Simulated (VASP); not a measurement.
A run of VASP 6.6.1 is set up as follows.

INCAR

```
SYSTEM = CsSbSI2
PREC = Accurate ; ENCUT = 520
EDIFF = 1E-7 ; ISMEAR = 0
SIGMA = 0.01 ; LREAL = .False.
LASPH = .True. ; NELM = 100
ALGO = Normal ; ISIF = 2
LWAVE = .False. ; LCHARG = .False.
GGA = PS ; NBANDS = 25
```

KPOINTS

```
regular mesh
0
Gamma
  4 4 4
  0 0 0
```

POSCAR

```
CsSbSI2
1.0
    6.3217010000      0.0000000000      0.0000000000
    0.0000000000      6.3217010000      0.0000000000
    0.0000000000      0.0000000000      5.0850440000
Cs Sb S I
1 1 1 2
Direct
    0.0000000000      0.0000000000      0.0000000000
    0.5000000000      0.5000000000      0.5000000000
    0.5000000000      0.5000000000      0.0000000000
    0.0000000000      0.5000000000      0.5000000000
    0.5000000000      0.0000000000      0.5000000000
```

Potentials or basis: VASP PAW PBE potentials, release 64 (Cs_sv, Sb, S, I).

Run with:

```sh
$ cat potpaw_PBE.64/Cs_sv/POTCAR potpaw_PBE.64/Sb/POTCAR potpaw_PBE.64/S/POTCAR potpaw_PBE.64/I/POTCAR > POTCAR
$ mpirun -np 1 vasp_std > vasp.out
```

Estimate the pressure.

-1.5 GPa.

What does it give for the band gap on the k mesh?

Zero (bands 17 and 18 overlap by 0.79 eV).

Stress tensor (GPa, compression positive):
```
-1.43  0.00  0.00
 0.00 -1.43  0.00
 0.00  0.00 -1.59
```

Caveat: the PAW data sets were made with another functional, which shifts forces and pressure a little; spin-orbit coupling is left out, which moves the levels of the heavy elements.
